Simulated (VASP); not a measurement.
# Pb (Im-3m) in VASP: further runs

Runs on Pb. Level: PBE. Tasks: single point.

Program: VASP 6.6.1. These are calculated values, not measurements. Logs are shortened: lines on timing, memory, paths and dates and some standing lists are left out, and cuts for length are marked.

## (1) The cell of the first run

Symmetry: Im-3m, No. 229, cubic system. Conventional cell: a = 3.918 Å, b = 3.918 Å, c = 3.918 Å, α = 90.00°, β = 90.00°, γ = 90.00°. Within 4.5 Å of Pb (site symmetry m-3m) lie 14 Pb at 3.39 to 3.92 Å.

This isn't the form of Pb at room conditions, which is fcc.

## (2) Single point, PBE

The input, INCAR:

```
SYSTEM = Pb
PREC = Accurate
ENCUT = 520
EDIFF = 1E-6
ISMEAR = -1
SIGMA = 0.06122561905347299
LREAL = .False.
LASPH = .True.
NELM = 100
ALGO = Normal
ISIF = 2
LWAVE = .False.
LCHARG = .True.
GGA = PE
LELF = .True.
LVHAR = .True.
NBANDS = 13
```

The input, KPOINTS:

```
regular mesh
0
Gamma
  38 38 38
  0 0 0
```

The input, POSCAR:

```
Pb
1.0
   -1.9591414008      1.9591414008      1.9591414008
    1.9591414008     -1.9591414008      1.9591414008
    1.9591414008      1.9591414008     -1.9591414008
Pb
1
Direct
    0.0000000000      0.0000000000      0.0000000000
```

Potentials or basis: VASP PAW PBE potentials, release 64 (Pb_d).

Started as:

```bash
cat potpaw_PBE.64/Pb_d/POTCAR > POTCAR
mpirun -np 1 vasp_std > vasp.out
```

OUTCAR:

```text
SYSTEM = Pb
   PREC = Accurate
   ENCUT = 520
   EDIFF = 1E-6
   ISMEAR = -1
   LREAL = .False.
   LASPH = .True.
   NELM = 100
   ISIF = 2
   GGA = PE

 ion  position               nearest neighbor table
   1  0.000  0.000  0.000-

  LATTYP: Found a body centered cubic cell.
 ALAT       =     3.9182828016

  Lattice vectors:

 A1 = (  -1.9591414008,   1.9591414008,   1.9591414008)
 A2 = (   1.9591414008,  -1.9591414008,   1.9591414008)
 A3 = (   1.9591414008,   1.9591414008,  -1.9591414008)

Analysis of symmetry for initial positions (statically):
=====================================================================
 Subroutine PRICEL returns:
 Original cell was already a primitive cell.

 Routine SETGRP: Setting up the symmetry group for a
 body centered cubic supercell.

 Subroutine GETGRP returns: Found 48 space group operations
 (whereof 48 operations were pure point group operations)
 out of a pool of 48 trial point group operations.

The static configuration has the point symmetry O_h .

Analysis of symmetry for dynamics (positions and initial velocities):
=====================================================================
 Subroutine PRICEL returns:
 Original cell was already a primitive cell.

 Routine SETGRP: Setting up the symmetry group for a
 body centered cubic supercell.

 Subroutine GETGRP returns: Found 48 space group operations
 (whereof 48 operations were pure point group operations)
 out of a pool of 48 trial point group operations.

The dynamic configuration has the point symmetry O_h .

 Subroutine INISYM returns: Found 48 space group operations
 (whereof 48 operations are pure point group operations),
 and found     1 'primitive' translations

----------------------------------------------------------------------------------------

                                     Primitive cell

  volume of cell :      30.0786

  direct lattice vectors                    reciprocal lattice vectors
    -1.959141401  1.959141401  1.959141401     0.000000000  0.255213840  0.255213840
     1.959141401 -1.959141401  1.959141401     0.255213840  0.000000000  0.255213840
     1.959141401  1.959141401 -1.959141401     0.255213840  0.255213840  0.000000000

  length of vectors
     3.393332445  3.393332445  3.393332445     0.360926874  0.360926874  0.360926874

  position of ions in fractional coordinates (direct lattice)
[... 83 lines left out ...]
   ISIF   =      2    stress and relaxation
   ISYM   =      2    0-nonsym 1-usesym 2-fastsym
   POTIM  = 0.5000    time-step for ionic-motion
   TEBEG  =    0.0;   TEEND  =   0.0 temperature during run
   PSTRESS=    0.0 pullay stress
   NELECT =      14.0000    total number of electrons
   NUPDOWN=      -1.0000    fix difference up-down
   EMIN   =  10.00;   EMAX   =-10.00  energy-range for DOS
   EFERMI =   0.00;   METHOD = LEGACY
   ISMEAR =    -1;   SIGMA  =   0.06  broadening in eV -4-tet -1-fermi 0-gaus
   EFERMI_NEDOS =   21; number of points for ismear=-14 and -15
   IALGO  =     38    algorithm
   IMIX   =      4    mixing-type and parameters
     AMIX     =   0.40;   BMIX     =  1.00
     AMIX_MAG =   1.60;   BMIX_MAG =  1.00
  volume/ion in A,a.u.               =      30.08       202.98
  Fermi-wavevector in a.u.,A,eV,Ry     =   1.268718  2.397529 21.900551  1.609645
  Thomas-Fermi vector in A             =   2.401798
   LORBIT       =      0    0 simple, 1 ext, 2 COOP (PROOUT), +10 PAW based schemes
   GGA     = PE    functional components
   LHFCALC =     F    Hartree Fock is set to
   AEXX    =    0.0000 exact exchange contribution
   IVDW    =     0    specifies the selected vdW correction
   LEPSILON=     F    determine dielectric tensor
   LRPA    =     F    only Hartree local field effects (RPA)
 non-spin polarized calculation
  energy-cutoff  :      520.00
  volume of cell :       30.08
 maximum number of plane-waves:       856
 NGX is ok and might be reduce to    28
   NGX = 13   NGY = 13   NGZ = 13

 number of electron      14.0000004 magnetization

 Free energy of the ion-electron system (eV)
  ---------------------------------------------------
  ext. energy  EPLUGINS =         0.00000000
  ---------------------------------------------------
  free energy    TOTEN  =        -3.50999757 eV

  energy without entropy =       -3.50267887  energy(sigma->0) =       -3.50633822

 E-fermi :   7.3652     XC(G=0): -10.2271

 val. band max:        7.3628458606   @ k =  -0.2368   0.3421   0.1316
 cond. band min:       7.3655797458   @ k =  -0.2632   0.3158   0.0263
 fundamental gap:      0.0027338852
 Fermi energy:         7.3652445900

 k-point     1 :       0.0000    0.0000    0.0000
  band No.  band energies     occupation
      1      -9.7643      2.00000
      2      -9.7643      2.00000
      3      -9.7643      2.00000
      4      -9.5188      2.00000
      5      -9.5188      2.00000
      6      -4.4393      2.00000
      7      15.0919      0.00000
      8      15.0919      0.00000
      9      15.0919      0.00000
     10      18.4988      0.00000
     11      18.4988      0.00000
     12      18.4988      0.00000
     13      19.3754      0.00000
[... 354 lines left out ...]
  band No.  band energies     occupation
      1      -9.7750      2.00000
      2      -9.7524      2.00000
      3      -9.7118      2.00000
      4      -9.5318      2.00000
      5      -9.5200      2.00000
      6      -4.1404      2.00000
      7      12.5675      0.00000
      8      14.1542      0.00000
      9      14.6266      0.00000
     10      17.2637      0.00000
     11      17.8922      0.00000
     12      18.3933      0.00000
     13      20.5762      0.00000

 [... further k-points ...]

------------------------ aborting loop because EDIFF is reached ----------------------------------------

  FORCE on cell =-STRESS in cart. coord.  units (eV):
  Direction    XX          YY          ZZ          XY          YZ          ZX
  --------------------------------------------------------------------------------------
  -------------------------------------------------------------------------------------
  Total        0.4949605      0.4949605      0.4949605      0.0000000      0.0000000      0.0000000
  in kB       26.3647587     26.3647587     26.3647587      0.0000000      0.0000000      0.0000000
  external PRESSURE =      26.3647587 kB  Pullay stress =       0.0000000 kB

 VOLUME and BASIS-vectors are now :
 -----------------------------------------------------------------------------
  energy-cutoff  :      520.00
  volume of cell :       30.08
      direct lattice vectors                 reciprocal lattice vectors
    -1.959141401  1.959141401  1.959141401     0.000000000  0.255213840  0.255213840
     1.959141401 -1.959141401  1.959141401     0.255213840  0.000000000  0.255213840
     1.959141401  1.959141401 -1.959141401     0.255213840  0.255213840  0.000000000

 POSITION                                       TOTAL-FORCE (eV/Angst)
 -----------------------------------------------------------------------------------
      0.00000      0.00000      0.00000         0.000000     -0.000000      0.000000
 -----------------------------------------------------------------------------------
    total drift:                               -0.000000      0.000000      0.000000

  FREE ENERGIE OF THE ION-ELECTRON SYSTEM (eV)
  ---------------------------------------------------
  free  energy   TOTEN  =        -3.5099975731 eV

  energy  without entropy=       -3.5026788663  energy(sigma->0) =       -3.50633822
```

OSZICAR:

```text
N       E                     dE             d eps       ncg     rms          rms(c)
DAV:   1     0.107215885675E+03    0.10722E+03   -0.71706E+03 38090   0.127E+03
DAV:   2     0.164653867645E+01   -0.10557E+03   -0.10244E+03 39745   0.313E+02
DAV:   3    -0.340092717367E+01   -0.50475E+01   -0.50255E+01 46617   0.733E+01
DAV:   4    -0.351729651867E+01   -0.11637E+00   -0.11634E+00 44896   0.118E+01
DAV:   5    -0.352255083694E+01   -0.52543E-02   -0.52542E-02 51358   0.233E+00    0.546E-01
DAV:   6    -0.351250595744E+01    0.10045E-01   -0.13883E-02 47837   0.207E+00    0.270E-01
DAV:   7    -0.351007464673E+01    0.24313E-02   -0.60222E-03 47997   0.128E+00    0.893E-02
DAV:   8    -0.351000085532E+01    0.73791E-04   -0.43327E-04 48298   0.324E-01    0.973E-03
DAV:   9    -0.350999837141E+01    0.24839E-05   -0.11042E-05 54772   0.549E-02    0.499E-03
DAV:  10    -0.350999757311E+01    0.79829E-06   -0.10054E-06 38775   0.871E-03
   1 F= -.35099976E+01 E0= -.35063382E+01  d E =-.731871E-02
```

stdout:

```text
POSCAR found type information on POSCAR Pb
 POSCAR found :  1 types and       1 ions
 scaLAPACK will be used
 LDA part: xc-table for (Slater+PW92), standard interpolation
 POSCAR, INCAR and KPOINTS ok, starting setup
 FFT: planning ... GRIDC
 FFT: planning ... GRID_SOFT
 FFT: planning ... GRID
 WAVECAR not read
 entering main loop
```

Run time: 11 min. Hardware: 1 thread of Oxide Virtual Turin-like, shared host; peak memory 0.57 GiB.

What came out:

```yaml
Free_energy: -3.5100 eV
Pressure: 2.6 GPa
Band_gap_on_the_k_mesh: zero (bands 7 and 8 overlap by 9.81 eV)
```

Levels at points of the mesh, in eV from the Fermi level:
```csv
k point,band 4,band 5,band 6,band 7,band 8,band 9,band 10,band 11
"(0.00, 0.00, 0.00)",-16.88,-16.88,-11.80,7.73,7.73,7.73,11.13,11.13
"(0.50, 0.00, 0.00)",-16.89,-16.73,-7.88,-4.08,3.50,5.20,7.63,9.01
"(0.50, 0.50, 0.50)",-16.77,-16.77,-5.11,-0.37,-0.37,-0.37,4.60,4.60
```

Caveat: spin-orbit coupling is left out, which moves the levels of the heavy elements.

## (3) Single point, PBE

This run uses another cell than the first one, of 30.72 Å³/atom.

The input, INCAR:

```
SYSTEM = Pb
PREC = Accurate
ENCUT = 520
EDIFF = 1E-6
ISMEAR = -1
SIGMA = 0.06122561905347299
LREAL = .FALSE.
LASPH = .TRUE.
NELM = 60
ALGO = Normal
ISIF = 2
LWAVE = .FALSE.
LCHARG = .FALSE.
GGA = PE
NBANDS = 13
```

The input, KPOINTS:

```
Automatic mesh
0
G
  38 38 38
  0 0 0
```

The input, POSCAR:

```
Pb
1.0
   -1.9729386258      1.9729386258      1.9729386258
    1.9729386258     -1.9729386258      1.9729386258
    1.9729386258      1.9729386258     -1.9729386258
Pb
1
Direct
    0.0000000000      0.0000000000      0.0000000000
```

Potentials or basis: VASP PAW PBE potentials, release 64 (Pb_d).

Started as:

```bash
cat potpaw_PBE.64/Pb_d/POTCAR > POTCAR
mpirun -np 1 vasp_std > vasp.out
```

It took 9 min on 1 thread of Oxide Virtual Turin-like, shared host; peak memory 0.57 GiB.

It converged, with:

| Property | Result |
| --- | --- |
| Free energy | -3.5187 eV |
| Pressure | 1.6 GPa |
| Band gap on the k mesh | zero (bands 7 and 8 overlap by 9.56 eV) |

Levels at points of the mesh, in eV from the Fermi level:
| k point | band 3 | band 4 | band 5 | band 6 | band 7 | band 8 | band 9 | band 10 | band 11 | band 12 |
| --- | --- | --- | --- | --- | --- | --- | --- | --- | --- | --- |
| (0.00, 0.00, 0.00) | -17.11 | -16.88 | -16.88 | -11.66 | 7.54 | 7.54 | 7.54 | 11.10 | 11.10 | 11.10 |
| (0.50, 0.00, 0.00) | -16.89 | -16.89 | -16.74 | -7.87 | -3.98 | 3.43 | 5.13 | 7.51 | 8.91 | 13.88 |
| (0.50, 0.50, 0.50) | -16.77 | -16.77 | -16.77 | -5.20 | -0.35 | -0.35 | -0.35 | 4.57 | 4.57 | 16.44 |

Caveat: spin-orbit coupling is left out, which moves the levels of the heavy elements.
